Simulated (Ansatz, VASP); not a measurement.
Au in VASP and in Ansatz

```
Au
1.0
     0.00000    2.02339    2.02339
     2.02339    0.00000    2.02339
     2.02339    2.02339    0.00000
Au
1
Direct
  0.00000 0.00000 0.00000
```

Alike in both runs: functional LDA; k mesh 23 × 23 × 23; no spin polarisation.

Ansatz relaxed the structure, and its values are those at the end. VASP's run is a single point on that final structure, the one shown.

|  | VASP | Ansatz |
| --- | --- | --- |
| version | VASP 6.6.1 | Ansatz 0.2.0 |
| potentials or method | VASP PAW LDA potentials, release 64 (Au) | plane-wave PAW, scalar-relativistic |
| plane-wave cutoff (eV) | 520 | 420 |
| occupations | methfessel-paxton of order 1, width 0.1 eV | cold, width 0.1 eV |
| valence electrons in the cell | 11 | 19 |

```csv
,VASP,Ansatz,Ansatz less VASP
pressure (GPa),0.5,0.0,-0.49
```

Ansatz warns that its potentials were made for another functional, while VASP's fit it. LDA's correlation is that of Perdew and Zunger in VASP and of Perdew and Wang (1992) in Ansatz. VASP's potentials hold 11 valence electrons a cell and Ansatz's 19, so a difference there can come from the potentials and not from the codes.

Neither program's run includes spin-orbit coupling.
